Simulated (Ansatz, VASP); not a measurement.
**Cs: VASP beside Ansatz**

```
Cs
1.0
    -3.01111    3.01111    3.01111
     3.01111   -3.01111    3.01111
     3.01111    3.01111   -3.01111
Cs
1
Direct
  0.00000 0.00000 0.00000
```

Alike in both runs: task single point; functional r2SCAN; k mesh 10 × 10 × 10; occupations gaussian, width 0.05 eV; no spin polarisation.

```csv
,VASP,Ansatz
version,VASP 6.6.1,Ansatz 0.2.0
potentials or method,"VASP PAW PBE potentials, release 64 (Cs_sv), cutoff 520 eV","scalar-relativistic, plane waves, PAW"
valence electrons in the cell,9,9
```

|  | VASP | Ansatz | Ansatz less VASP |
| --- | --- | --- | --- |
| gap on the k mesh at the Fermi level (eV) | none | none | - |
| pressure (GPa) | 0.2 | 0.3 | +0.07 |

VASP's potentials were made for PBE, not for r2SCAN. A gap of «none» marks a metal or a gap that the smearing closes. The functional is the same, so the differences come from potentials, cutoffs and numerics.

Neither program's run includes spin-orbit coupling.
